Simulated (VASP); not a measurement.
# Ta4Cu (Im-3m) in VASP: a series of runs

Runs on Ta4Cu. Level: PBE. Tasks: single point, relaxation of cell and atoms.

Everything below comes from runs of VASP 6.6.1. Logs are shortened: lines on timing, memory, paths and dates and some standing lists are left out, and cuts for length are marked.

### 1 The cell of the first run

Symmetry: Im-3m, No. 229, cubic system. Conventional cell: a = 5.384 Å, b = 5.384 Å, c = 5.384 Å, α = 90.00°, β = 90.00°, γ = 90.00°. Within 3.1 Å of Ta (site symmetry -3m) lie 2 Cu at 2.33 Å and 6 Ta at 2.69 Å. Within 3.1 Å of Cu (site symmetry m-3m) lie 8 Ta at 2.33 Å.

The cell was generated, and may not be a known phase.

### 2 Single point, PBE

INCAR reads:

```
ALGO = Normal ; EDIFF = 1E-7
ENCUT = 520 ; GGA = PE
ISIF = 2 ; ISMEAR = 0
LASPH = T ; LCHARG = F
LREAL = F ; LWAVE = F
NBANDS = 36 ; NELM = 60
PREC = Accurate ; SIGMA = 0.1
```

KPOINTS reads:

```
k-points
0
Gamma
  4 4 4
```

POSCAR reads:

```
Ta4Cu
1.0
   -2.6921241200      2.6921241200      2.6921241200
    2.6921241200     -2.6921241200      2.6921241200
    2.6921241200      2.6921241200     -2.6921241200
Ta Cu
4 1
Direct
    0.0000000000      0.0000000000      0.5000000000
    0.0000000000      0.5000000000      0.0000000000
    0.5000000000      0.0000000000      0.0000000000
    0.5000000000      0.5000000000      0.5000000000
    0.0000000000      0.0000000000      0.0000000000
```

Potentials or basis: VASP PAW PBE potentials, release 64 (Ta_pv, Cu).

Run with:

```
$ cat potpaw_PBE.64/Ta_pv/POTCAR potpaw_PBE.64/Cu/POTCAR > POTCAR
$ mpirun -np 1 vasp_std > vasp.out
```

OUTCAR:

```text
EDIFF = 1E-7
   ENCUT = 520
   GGA = PE
   ISIF = 2
   ISMEAR = 0
   LASPH = T
   LREAL = F
   NELM = 60
   PREC = Accurate

 ion  position               nearest neighbor table
   1  0.000  0.000  0.500-   5 2.33   5 2.33   4 2.69   2 2.69   3 2.69   2 2.69   3 2.69   4 2.69

   2  0.000  0.500  0.000-   5 2.33   5 2.33   4 2.69   1 2.69   3 2.69   1 2.69   4 2.69   3 2.69

   3  0.500  0.000  0.000-   5 2.33   5 2.33   4 2.69   1 2.69   4 2.69   2 2.69   1 2.69   2 2.69

   4  0.500  0.500  0.500-   5 2.33   5 2.33   3 2.69   1 2.69   3 2.69   2 2.69   1 2.69   2 2.69

   5  0.000  0.000  0.000-   1 2.33   2 2.33   3 2.33   4 2.33   1 2.33   2 2.33   3 2.33   4 2.33

  LATTYP: Found a body centered cubic cell.
 ALAT       =     5.3842482400

  Lattice vectors:

 A1 = (  -2.6921241200,   2.6921241200,   2.6921241200)
 A2 = (   2.6921241200,  -2.6921241200,   2.6921241200)
 A3 = (   2.6921241200,   2.6921241200,  -2.6921241200)

Analysis of symmetry for initial positions (statically):
=====================================================================
 Subroutine PRICEL returns:
 Original cell was already a primitive cell.

 Routine SETGRP: Setting up the symmetry group for a
 body centered cubic supercell.

 Subroutine GETGRP returns: Found 48 space group operations
 (whereof 48 operations were pure point group operations)
 out of a pool of 48 trial point group operations.

The static configuration has the point symmetry O_h .

Analysis of symmetry for dynamics (positions and initial velocities):
=====================================================================
 Subroutine PRICEL returns:
 Original cell was already a primitive cell.

 Routine SETGRP: Setting up the symmetry group for a
 body centered cubic supercell.

 Subroutine GETGRP returns: Found 48 space group operations
 (whereof 48 operations were pure point group operations)
 out of a pool of 48 trial point group operations.

The dynamic configuration has the point symmetry O_h .

 Subroutine INISYM returns: Found 48 space group operations
 (whereof 48 operations are pure point group operations),
 and found     1 'primitive' translations

----------------------------------------------------------------------------------------

                                     Primitive cell

  volume of cell :      78.0450

  direct lattice vectors                    reciprocal lattice vectors
    -2.692124120  2.692124120  2.692124120     0.000000000  0.185726949  0.185726949
     2.692124120 -2.692124120  2.692124120     0.185726949  0.000000000  0.185726949
     2.692124120  2.692124120 -2.692124120     0.185726949  0.185726949  0.000000000

  length of vectors
     4.662895756  4.662895756  4.662895756     0.262657571  0.262657571  0.262657571

  position of ions in fractional coordinates (direct lattice)
     0.000000000  0.000000000  0.500000000
     0.000000000  0.500000000  0.000000000
     0.500000000  0.000000000  0.000000000
     0.500000000  0.500000000  0.500000000
     0.000000000  0.000000000  0.000000000

  ion indices of the primitive-cell ions
   primitive index   ion index
                 1           1
                 2           2
                 3           3
                 4           4
                 5           5

----------------------------------------------------------------------------------------

 KPOINTS: k-points

Automatic generation of k-mesh.
 Grid dimensions read from file:
 generate k-points for:    4    4    4

 Generating k-lattice:

  Cartesian coordinates                     Fractional coordinates (reciprocal lattice)
     0.000000000  0.046431737  0.046431737     0.250000000  0.000000000  0.000000000
     0.046431737  0.000000000  0.046431737     0.000000000  0.250000000  0.000000000
     0.046431737  0.046431737  0.000000000     0.000000000  0.000000000  0.250000000

  Length of vectors
     0.065664393  0.065664393  0.065664393

  Shift w.r.t. Gamma in fractional coordinates (k-lattice)
     0.000000000  0.000000000  0.000000000

 Subroutine IBZKPT returns following result:
 ===========================================

 Found      8 irreducible k-points:

 Following reciprocal coordinates:
            Coordinates               Weight
  0.000000  0.000000  0.000000      1.000000
  0.250000  0.000000  0.000000     12.000000
  0.500000  0.000000  0.000000      6.000000
  0.250000  0.250000  0.000000     24.000000
  0.250000  0.250000  0.250000      2.000000
 -0.250000  0.250000  0.250000      6.000000
  0.500000  0.500000  0.250000     12.000000
  0.500000  0.500000  0.500000      1.000000
   k-points           NKPTS =      8   k-points in BZ     NKDIM =      8   number of bands    NBANDS=     36
   number of dos      NEDOS =    301   number of ions     NIONS =      5
   total plane-waves  NPLWV =  46656
   dimension x,y,z NGX =    36 NGY =   36 NGZ =   36
   dimension x,y,z NGXF=    72 NGYF=   72 NGZF=   72
   ions per type =               4   1
   NGX,Y,Z   is equivalent  to a cutoff of  12.84, 12.84, 12.84 a.u.
   NGXF,Y,Z  is equivalent  to a cutoff of  25.67, 25.67, 25.67 a.u.
 SYSTEM =  unknown system
   PREC   = accura    normal or accurate (medium, high low for compatibility)
   ISTART =      0    job   : 0-new  1-cont  2-samecut
   ICHARG =      2    charge: 1-file 2-atom 10-const
   ISPIN  =      1    spin polarized calculation?
   LNONCOLLINEAR =      F non collinear calculations
   LSORBIT =      F    spin-orbit coupling
   LASPH  =      T    aspherical Exc in radial PAW
   ENCUT  =  520.0 eV  38.22 Ry    6.18 a.u.   8.67  8.67  8.67*2*pi/ulx,y,z
   NELM   =     60;   NELMIN=  2; NELMDL= -5     # of ELM steps
   EDIFF  = 0.1E-06   stopping-criterion for ELM
   LREAL  =      F    real-space projection
   EDIFFG = 0.1E-05   stopping-criterion for IOM
   NSW    =      0    number of steps for IOM
   IBRION =     -1    ionic relax: 0-MD 1-quasi-New 2-CG
   NFREE  =      0    steps in history (QN), initial steepest desc. (CG)
   ISIF   =      2    stress and relaxation
   ISYM   =      2    0-nonsym 1-usesym 2-fastsym
   POTIM  = 0.5000    time-step for ionic-motion
   TEBEG  =    0.0;   TEEND  =   0.0 temperature during run
   PSTRESS=    0.0 pullay stress
   NELECT =      55.0000    total number of electrons
   NUPDOWN=      -1.0000    fix difference up-down
   EMIN   =  10.00;   EMAX   =-10.00  energy-range for DOS
   EFERMI =   0.00;   METHOD = LEGACY
   ISMEAR =     0;   SIGMA  =   0.10  broadening in eV -4-tet -1-fermi 0-gaus
   EFERMI_NEDOS =   21; number of points for ismear=-14 and -15
   IALGO  =     38    algorithm
   IMIX   =      4    mixing-type and parameters
     AMIX     =   0.40;   BMIX     =  1.00
     AMIX_MAG =   1.60;   BMIX_MAG =  1.00
  volume/ion in A,a.u.               =      15.61       105.33
  Fermi-wavevector in a.u.,A,eV,Ry     =   1.456847  2.753042 28.877054  2.122404
  Thomas-Fermi vector in A             =   2.573718
   LORBIT       =      0    0 simple, 1 ext, 2 COOP (PROOUT), +10 PAW based schemes
   GGA     = PE    functional components
   LHFCALC =     F    Hartree Fock is set to
   AEXX    =    0.0000 exact exchange contribution
   IVDW    =     0    specifies the selected vdW correction
   LEPSILON=     F    determine dielectric tensor
   LRPA    =     F    only Hartree local field effects (RPA)
 non-spin polarized calculation
 Gauss-broadening in eV      SIGMA  =   0.10
  energy-cutoff  :      520.00
  volume of cell :       78.05
 maximum number of plane-waves:      2123
 NGX is ok and might be reduce to    36
   NGX = 17   NGY = 17   NGZ = 17

 number of electron      54.9999996 magnetization

 Free energy of the ion-electron system (eV)
  ---------------------------------------------------
  ext. energy  EPLUGINS =         0.00000000
  ---------------------------------------------------
  free energy    TOTEN  =       -43.13359639 eV

  energy without entropy =      -43.10885851  energy(sigma->0) =      -43.12122745

 E-fermi :   7.0362     XC(G=0): -12.8723

 val. band max:        6.9983040495   @ k =  -0.2500   0.2500   0.2500
 cond. band min:       7.0987964480   @ k =   0.2500   0.2500   0.0000
 fundamental gap:      0.1004923986
 Fermi energy:         7.0362292605

 k-point     1 :       0.0000    0.0000    0.0000
  band No.  band energies     occupation
      1     -27.9079      2.00000
      2     -27.9079      2.00000
      3     -27.9079      2.00000
      4     -27.7267      2.00000
      5     -27.7267      2.00000
      6     -27.7267      2.00000
[... 28 lines left out ...]
     35      10.5614      0.00000
     36      12.0337      0.00000

 k-point     2 :       0.2500    0.0000    0.0000
  band No.  band energies     occupation
      1     -27.8776      2.00000
      2     -27.8605      2.00000
      3     -27.6987      2.00000
      4     -27.6322      2.00000
      5     -27.6125      2.00000
      6     -27.5187      2.00000
[... 28 lines left out ...]
     35      11.1622      0.00000
     36      11.4567      0.00000

 k-point     3 :       0.5000    0.0000    0.0000
  band No.  band energies     occupation
      1     -27.8691      2.00000
      2     -27.8435      2.00000
      3     -27.3371      2.00000
      4     -27.2750      2.00000
      5     -27.1932      2.00000
      6     -27.1879      2.00000
[... 28 lines left out ...]
     35      10.1139      0.00000
     36      10.1470      0.00000

 k-point     4 :       0.2500    0.2500    0.0000
  band No.  band energies     occupation
      1     -27.8270      2.00000
      2     -27.6172      2.00000
      3     -27.6090      2.00000
      4     -27.5885      2.00000
      5     -27.2641      2.00000
      6     -27.1590      2.00000
[... 28 lines left out ...]
     35      10.4767      0.00000
     36      10.4981      0.00000

 k-point     5 :       0.2500    0.2500    0.2500
  band No.  band energies     occupation
      1     -27.3856      2.00000
      2     -27.3151      2.00000
      3     -27.3151      2.00000
      4     -27.3151      2.00000
      5     -27.1222      2.00000
      6     -27.1222      2.00000
[... 28 lines left out ...]
     35       9.1115      0.00000
     36       9.1115      0.00000

 k-point     6 :      -0.2500    0.2500    0.2500
  band No.  band energies     occupation
      1     -28.0419      2.00000
      2     -27.8304      2.00000
      3     -27.7456      2.00000
      4     -27.7456      2.00000
      5     -27.3195      2.00000
      6     -27.1564      2.00000
[... 28 lines left out ...]
     35      10.4404      0.00000
     36      10.8281      0.00000

 k-point     7 :       0.5000    0.5000    0.2500
  band No.  band energies     occupation
      1     -28.0783      2.00000
      2     -27.7964      2.00000
      3     -27.7123      2.00000
      4     -27.7061      2.00000
      5     -27.5048      2.00000
      6     -27.4927      2.00000
[... 28 lines left out ...]
     35      10.9269      0.00000
     36      11.9754      0.00000

 k-point     8 :       0.5000    0.5000    0.5000
  band No.  band energies     occupation
      1     -28.2376      2.00000
      2     -27.9319      2.00000
      3     -27.9319      2.00000
      4     -27.6510      2.00000
      5     -27.6510      2.00000
      6     -27.6510      2.00000
[... 28 lines left out ...]
     35       9.0058      0.00000
     36      12.7716      0.00000

------------------------ aborting loop because EDIFF is reached ----------------------------------------

  FORCE on cell =-STRESS in cart. coord.  units (eV):
  Direction    XX          YY          ZZ          XY          YZ          ZX
  --------------------------------------------------------------------------------------
  -------------------------------------------------------------------------------------
  Total       27.9939126     27.9939126     27.9939126      0.0000000      0.0000000     -0.0000000
  in kB      574.6838013    574.6838013    574.6838013      0.0000000      0.0000000     -0.0000000
  external PRESSURE =     574.6838013 kB  Pullay stress =       0.0000000 kB

 VOLUME and BASIS-vectors are now :
 -----------------------------------------------------------------------------
  energy-cutoff  :      520.00
  volume of cell :       78.05
      direct lattice vectors                 reciprocal lattice vectors
    -2.692124120  2.692124120  2.692124120     0.000000000  0.185726949  0.185726949
     2.692124120 -2.692124120  2.692124120     0.185726949  0.000000000  0.185726949
     2.692124120  2.692124120 -2.692124120     0.185726949  0.185726949  0.000000000

 POSITION                                       TOTAL-FORCE (eV/Angst)
 -----------------------------------------------------------------------------------
      1.34606      1.34606     -1.34606         0.000000      0.000000      0.000000
      1.34606     -1.34606      1.34606        -0.000000     -0.000000     -0.000000
     -1.34606      1.34606      1.34606        -0.000000      0.000000      0.000000
      1.34606      1.34606      1.34606         0.000000     -0.000000      0.000000
      0.00000      0.00000      0.00000         0.000000      0.000000     -0.000000
 -----------------------------------------------------------------------------------
    total drift:                               -0.000000     -0.000000      0.000000

  FREE ENERGIE OF THE ION-ELECTRON SYSTEM (eV)
  ---------------------------------------------------
  free  energy   TOTEN  =       -43.1335963858 eV

  energy  without entropy=      -43.1088585101  energy(sigma->0) =      -43.12122745
```

Wall time 22 s (1 thread of Intel Xeon 6975P-C (Granite Rapids), shared host); peak memory 0.2 GiB.

What came out:

| Property | Result |
| --- | --- |
| Free energy | -43.1336 eV |
| Pressure | 57.5 GPa |
| Band gap on the k mesh | zero (an odd number of electrons rules out a gap without spin polarisation) |

Caveat: the k points lie up to 0.41 Å⁻¹ apart, too coarse for converged energies and pressures of a metal; spin-orbit coupling is left out, which moves the levels of the heavy elements.

[end of part 1 of 3]

The gap in the log of VASP goes by the Fermi energy; the results here count the filled bands.